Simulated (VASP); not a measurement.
# CdS (Fdd2) in VASP: relaxation of shape and atoms at fixed volume with PBE

Aim: the relaxation of shape and atoms at fixed volume of CdS with PBE.

Program: VASP 6.6.1. These are calculated values, not measurements. Logs are shortened: lines on timing, memory, paths and dates and some standing lists are left out, and cuts for length are marked.

### 1 The cell of the first run

Symmetry: Fdd2, No. 43, orthorhombic system. Conventional cell: a = 3.807 Å, b = 7.352 Å, c = 12.625 Å, α = 90.00°, β = 90.00°, γ = 90.00°. Within 3.3 Å of Cd (site symmetry 2) lie 4 S at 2.53 to 2.55 Å. S (site symmetry 2) has 4 Cd at 2.53 to 2.55 Å within 3.3 Å.

### 2 Relaxation of shape and atoms at fixed volume, PBE (22.09 Å³/atom)

Contents of INCAR:

```
SYSTEM = CdS
PREC     = Accurate       ! precision mode
ENCUT    = 600            ! plane-wave cutoff, eV
EDIFF    = 1E-6           ! SCF threshold, eV
ISMEAR   = 0              ! smearing method
SIGMA    = 0.02           ! smearing width, eV
LREAL    = .False.        ! projectors in reciprocal space
LASPH    = .True.         ! aspherical terms in the spheres
NELM     = 100            ! most SCF steps
ALGO     = Normal         ! electronic algorithm
ISIF     = 4              ! what is computed and relaxed
LWAVE    = .False.        ! write WAVECAR
LCHARG   = .False.        ! write CHGCAR
GGA      = PE             ! functional
IBRION   = 2              ! ionic algorithm
NSW      = 50             ! ionic steps
EDIFFG   = -0.01          ! ionic threshold
```

Contents of KPOINTS:

```
Automatic mesh
0
Gamma
  8 8 8
  0 0 0
```

Contents of POSCAR:

```
CdS
1.0
    0.0000000000      3.6761442542      6.3124378254
    1.9036545576      0.0000000000      6.3124378254
    1.9036545576      3.6761442542      0.0000000000
Cd S
2 2
Direct
    0.5673786530      0.5673786530      0.9326213470
    0.3173786530      0.3173786530      0.6826213470
    0.6826213470      0.6826213470      0.3173786530
    0.9326213470      0.9326213470      0.5673786530
```

Potentials or basis: VASP PAW PBE potentials, release 64 (Cd, S).

Launch:

```
$ cat potpaw_PBE.64/Cd/POTCAR potpaw_PBE.64/S/POTCAR > POTCAR
$ mpirun -np 1 vasp_std > vasp.out
```

OUTCAR:

```text
SYSTEM = CdS
   PREC = Accurate
   ENCUT = 600
   EDIFF = 1E-6
   ISMEAR = 0
   LREAL = .False.
   LASPH = .True.
   NELM = 100
   ISIF = 4
   GGA = PE
   IBRION = 2
   NSW = 50
   EDIFFG = -0.01

 ion  position               nearest neighbor table
   1  0.567  0.567  0.933-   3 2.53   3 2.53   4 2.55   4 2.55   2 3.77   2 3.77   2 3.77   2 3.77

   2  0.317  0.317  0.683-   4 2.53   4 2.53   3 2.55   3 2.55   1 3.77   1 3.77   1 3.77   1 3.77

   3  0.683  0.683  0.317-   1 2.53   1 2.53   2 2.55   2 2.55
   4  0.933  0.933  0.567-   2 2.53   2 2.53   1 2.55   1 2.55

  LATTYP: Found a face centered orthorhombic cell.
 ALAT       =     3.8073091152
 B/A-ratio  =     1.9310983915
 C/A-ratio  =     3.3159576144

  Lattice vectors:

 A1 = (   0.0000000000,   3.6761442542,   6.3124378254)
 A2 = (   1.9036545576,   0.0000000000,   6.3124378254)
 A3 = (   1.9036545576,   3.6761442542,   0.0000000000)

Analysis of symmetry for initial positions (statically):
=====================================================================
 Subroutine PRICEL returns:
 Original cell was already a primitive cell.

 Routine SETGRP: Setting up the symmetry group for a
 face centered orthorhombic supercell.

 Subroutine GETGRP returns: Found  4 space group operations
 (whereof  2 operations were pure point group operations)
 out of a pool of  8 trial point group operations.

The static configuration has the point symmetry C_2 .
 The point group associated with its full space group is C_2v.

Analysis of symmetry for dynamics (positions and initial velocities):
=====================================================================
 Subroutine PRICEL returns:
 Original cell was already a primitive cell.

 Routine SETGRP: Setting up the symmetry group for a
 face centered orthorhombic supercell.

 Subroutine GETGRP returns: Found  4 space group operations
 (whereof  2 operations were pure point group operations)
 out of a pool of  8 trial point group operations.

The dynamic configuration has the point symmetry C_2 .
 The point group associated with its full space group is C_2v.

 Subroutine INISYM returns: Found  4 space group operations
 (whereof  2 operations are pure point group operations),
 and found     1 'primitive' translations

----------------------------------------------------------------------------------------

                                     Primitive cell

  volume of cell :      88.3503

  direct lattice vectors                    reciprocal lattice vectors
     0.000000000  3.676144254  6.312437825    -0.262652695  0.136012073  0.079208701
     1.903654558  0.000000000  6.312437825     0.262652695 -0.136012073  0.079208701
     1.903654558  3.676144254  0.000000000     0.262652695  0.136012073 -0.079208701

  length of vectors
     7.304855089  6.593236836  4.139799180     0.306202124  0.306202124  0.306202124

  position of ions in fractional coordinates (direct lattice)
     0.567378653  0.567378653  0.932621347
     0.317378653  0.317378653  0.682621347
     0.682621347  0.682621347  0.317378653
     0.932621347  0.932621347  0.567378653

  ion indices of the primitive-cell ions
   primitive index   ion index
                 1           1
                 2           2
                 3           3
                 4           4

----------------------------------------------------------------------------------------

 KPOINTS: Automatic mesh

Automatic generation of k-mesh.
 Grid dimensions read from file:
 generate k-points for:    8    8    8

 Generating k-lattice:

  Cartesian coordinates                     Fractional coordinates (reciprocal lattice)
    -0.032831587  0.017001509  0.009901088     0.125000000 -0.000000000  0.000000000
     0.032831587 -0.017001509  0.009901088    -0.000000000  0.125000000  0.000000000
     0.032831587  0.017001509 -0.009901088     0.000000000  0.000000000  0.125000000

  Length of vectors
     0.038275265  0.038275265  0.038275265

  Shift w.r.t. Gamma in fractional coordinates (k-lattice)
     0.000000000  0.000000000  0.000000000

 Subroutine IBZKPT returns following result:
 ===========================================

 Found     95 irreducible k-points:

 Following reciprocal coordinates:
            Coordinates               Weight
  0.000000  0.000000  0.000000      1.000000
  0.125000  0.000000 -0.000000      8.000000
  0.250000  0.000000 -0.000000      8.000000
  0.375000  0.000000 -0.000000      8.000000
  0.500000  0.000000 -0.000000      4.000000
  0.125000  0.125000  0.000000      2.000000
[... 16 lines left out ...]
  0.250000  0.000000  0.125000      8.000000
  0.375000  0.000000  0.125000      8.000000
 [... further k-points ...]
   k-points           NKPTS =     95   k-points in BZ     NKDIM =     95   number of bands    NBANDS=     22
   number of dos      NEDOS =    301   number of ions     NIONS =      4
   total plane-waves  NPLWV = 116640
   dimension x,y,z NGX =    60 NGY =   54 NGZ =   36
   dimension x,y,z NGXF=   120 NGYF=  108 NGZF=   72
   ions per type =               2   2
   NGX,Y,Z   is equivalent  to a cutoff of  13.65, 13.62, 14.46 a.u.
   NGXF,Y,Z  is equivalent  to a cutoff of  27.31, 27.23, 28.91 a.u.
 SYSTEM =  CdS
   PREC   = accura    normal or accurate (medium, high low for compatibility)
   ISTART =      0    job   : 0-new  1-cont  2-samecut
   ICHARG =      2    charge: 1-file 2-atom 10-const
   ISPIN  =      1    spin polarized calculation?
   LNONCOLLINEAR =      F non collinear calculations
   LSORBIT =      F    spin-orbit coupling
   LASPH  =      T    aspherical Exc in radial PAW
   ENCUT  =  600.0 eV  44.10 Ry    6.64 a.u.  14.59 13.17  8.27*2*pi/ulx,y,z
   NELM   =    100;   NELMIN=  2; NELMDL= -5     # of ELM steps
   EDIFF  = 0.1E-05   stopping-criterion for ELM
   LREAL  =      F    real-space projection
   EDIFFG = -.1E-01   stopping-criterion for IOM
   NSW    =     50    number of steps for IOM
   IBRION =      2    ionic relax: 0-MD 1-quasi-New 2-CG
   NFREE  =      1    steps in history (QN), initial steepest desc. (CG)
   ISIF   =      4    stress and relaxation
   ISYM   =      2    0-nonsym 1-usesym 2-fastsym
   POTIM  = 0.5000    time-step for ionic-motion
   TEBEG  =    0.0;   TEEND  =   0.0 temperature during run
   PSTRESS=    0.0 pullay stress
   NELECT =      36.0000    total number of electrons
   NUPDOWN=      -1.0000    fix difference up-down
   EMIN   =  10.00;   EMAX   =-10.00  energy-range for DOS
   EFERMI =   0.00;   METHOD = LEGACY
   ISMEAR =     0;   SIGMA  =   0.02  broadening in eV -4-tet -1-fermi 0-gaus
   EFERMI_NEDOS =   21; number of points for ismear=-14 and -15
   IALGO  =     38    algorithm
   IMIX   =      4    mixing-type and parameters
     AMIX     =   0.40;   BMIX     =  1.00
     AMIX_MAG =   1.60;   BMIX_MAG =  1.00
  volume/ion in A,a.u.               =      22.09       149.05
  Fermi-wavevector in a.u.,A,eV,Ry     =   1.213686  2.293534 20.041846  1.473034
  Thomas-Fermi vector in A             =   2.349130
   LORBIT       =      0    0 simple, 1 ext, 2 COOP (PROOUT), +10 PAW based schemes
   GGA     = PE    functional components
   LHFCALC =     F    Hartree Fock is set to
   AEXX    =    0.0000 exact exchange contribution
   IVDW    =     0    specifies the selected vdW correction
   LEPSILON=     F    determine dielectric tensor
   LRPA    =     F    only Hartree local field effects (RPA)
 conjugate gradient relaxation of ions
 non-spin polarized calculation
 Gauss-broadening in eV      SIGMA  =   0.02
  energy-cutoff  :      600.00
  volume of cell :       88.35
 maximum number of plane-waves:      2974
 NGX is ok and might be reduce to    60
   NGX = 29   NGY = 27   NGZ = 17

--------------------------------------- Ionic step        1  -------------------------------------------

 number of electron      36.0000002 magnetization

 Free energy of the ion-electron system (eV)
  ---------------------------------------------------
  ext. energy  EPLUGINS =         0.00000000
  ---------------------------------------------------
  free energy    TOTEN  =       -11.73996845 eV

  energy without entropy =      -11.73996845  energy(sigma->0) =      -11.73996845

------------------------ aborting loop because EDIFF is reached ----------------------------------------

  FORCE on cell =-STRESS in cart. coord.  units (eV):
  Direction    XX          YY          ZZ          XY          YZ          ZX
  --------------------------------------------------------------------------------------
  -------------------------------------------------------------------------------------
  Total        2.5840944      2.2515448      2.6743518      0.0000000      0.0000000      0.0000000
  in kB       46.8609572     40.8303752     48.4977192      0.0000000      0.0000000      0.0000000
  external PRESSURE =      45.3963505 kB  Pullay stress =       0.0000000 kB
[... 289 lines left out ...]
  energy  without entropy=      -11.7419828544  energy(sigma->0) =      -11.74198285

--------------------------------------- Ionic step        9  -------------------------------------------

 number of electron      36.0000001 magnetization

 Free energy of the ion-electron system (eV)
  ---------------------------------------------------
  ext. energy  EPLUGINS =         0.00000000
  ---------------------------------------------------
  free energy    TOTEN  =       -11.74204360 eV

  energy without entropy =      -11.74204360  energy(sigma->0) =      -11.74204360

 E-fermi :   2.4263     XC(G=0):  -9.8960

 val. band max:        2.3019229539   @ k =   0.0000   0.0000   0.0000
 cond. band min:       3.1796076653   @ k =   0.0000   0.0000   0.0000
 fundamental gap:      0.8776847115
 Fermi energy:         2.4263499386

 k-point     1 :       0.0000    0.0000    0.0000
  band No.  band energies     occupation
      1     -10.4607      2.00000
      2      -9.5951      2.00000
      3      -5.7578      2.00000
      4      -5.5515      2.00000
      5      -5.5253      2.00000
      6      -5.4463      2.00000
[... 574 lines left out ...]
      6      -5.3962      2.00000
[... 14 lines left out ...]
     21       7.0354      0.00000
     22       8.4093      0.00000

 [... further k-points ...]
[... 5 lines left out ...]
  --------------------------------------------------------------------------------------
  -------------------------------------------------------------------------------------
  Total        2.4215354      2.3483977      2.3935592      0.0000000      0.0000000      0.0000000
  in kB       43.9130506     42.5867433     43.4057193      0.0000000      0.0000000      0.0000000
  external PRESSURE =      43.3018377 kB  Pullay stress =       0.0000000 kB
[... 19 lines left out ...]
  FREE ENERGIE OF THE ION-ELECTRON SYSTEM (eV)
  ---------------------------------------------------
  free  energy   TOTEN  =       -11.7420436012 eV

  energy  without entropy=      -11.7420436012  energy(sigma->0) =      -11.74204360

 reached required accuracy - stopping structural energy minimisation
```

Run time: 26 min. Hardware: 1 thread of AMD EPYC 7R13 (Zen 3), shared host; peak memory 0.44 GiB.

What came out:

* Free energy: -11.7420 eV
* Energy gained by relaxing: 0.5 meV/atom
* Ionic steps: 9
* Pressure after relaxing: 4.3 GPa
* Largest force after relaxing: 0.008 eV/Å
* Band gap on the k mesh: 0.88 eV

Forces on the atoms (eV/Å):
```
Cd   0.000  0.000  0.008
Cd   0.000  0.000  0.008
S    0.000  0.000 -0.008
S    0.000  0.000 -0.008
```

Step by step:
```
step  energy change (eV)  largest force (eV/Å)  pressure (GPa)  volume (Å³)
   1              0.0000                0.0188            4.54        88.35
   2             -0.0009                0.0171            4.47        88.35
   3             -0.0011                0.0393            4.43        88.35
   4             -0.0011                0.0450            4.42        88.35
   5             -0.0016                0.0335            4.39        88.35
   6             -0.0019                0.0103            4.32        88.35
   7             -0.0019                0.0137            4.33        88.35
   8             -0.0020                0.0055            4.33        88.35
   9             -0.0021                0.0078            4.33        88.35
```

Final structure:
```xyz
4
Lattice="0.0000 3.6355 6.3636 1.9095 0.0000 6.3636 1.9095 3.6355 0.0000" Properties=species:S:1:pos:R:3 pbc="T T T"
Cd    2.8642    5.4532    7.2134
Cd    1.9095    3.6355    4.0316
S     1.9095    3.6355    8.6955
S     2.8642    5.4532   11.8773
```

Levels at points of the mesh, in eV from the valence-band top:
```csv
k point,band 14,band 15,band 16,band 17,band 18,band 19,band 20,band 21,band 22
"(0.00, 0.00, 0.00)",-1.63,-0.64,-0.39,-0.29,0.00,0.88,3.77,6.21,7.10
"(0.50, 0.00, 0.00)",-3.75,-2.40,-1.88,-1.18,-0.84,2.69,3.16,4.22,6.57
"(0.50, 0.50, 0.00)",-3.04,-1.07,-1.07,-0.28,-0.28,3.16,3.16,6.48,6.48
"(0.50, 0.00, 0.50)",-3.75,-2.66,-2.66,-0.83,-0.83,3.68,3.68,5.49,5.49
"(0.00, 0.50, 0.50)",-4.64,-1.24,-1.24,-0.81,-0.81,2.51,2.51,5.90,5.90
```

A k mesh can miss the band edges.
